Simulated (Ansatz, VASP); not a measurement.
# Two plane-wave programs on NaI

```
CELL_PARAMETERS angstrom
0.00000 3.23335 3.21719
3.23335 0.00000 3.21719
3.23335 3.23335 0.00000
ATOMIC_POSITIONS crystal
Na 0.00000 0.00000 0.00000
I 0.50000 0.50000 0.50000
```

Change from the starting cell: z stretched by -0.5 %, x and y held, PAW files.

Alike in both runs: task single point; functional r2SCAN; k mesh 6 × 6 × 6; no spin polarisation.

|  | VASP | Ansatz |
| --- | --- | --- |
| version | VASP 6.6.1 | Ansatz 0.2.0 |
| potentials or method | VASP PAW PBE potentials, release 64 (Na_pv, I) | PAW with Ansatz's default frozen-core files, scalar-relativistic |
| plane-wave cutoff (eV) | 520 | 500 |
| occupations | gaussian, width 0.01 eV | fixed |
| valence electrons in the cell | 14 | 26 |

Ansatz gave:

| Property | Result |
| --- | --- |
| gap on the k mesh at the Fermi level (eV) | 4.45 |
| pressure (GPa) | 0.0 |
| traceless stress, the component that is largest in VASP (GPa) | 0.09 |

Question: Estimate VASP's values.

Answer: gap on the k mesh at the Fermi level (eV): 4.46; pressure (GPa): 0.0; traceless stress, the component that is largest in VASP (GPa): 0.10.

VASP's potentials were made for PBE, not for r2SCAN. VASP's potentials hold 14 valence electrons a cell and Ansatz's 26, so a difference there can come from the potentials and not from the codes.

Neither program's run includes spin-orbit coupling.
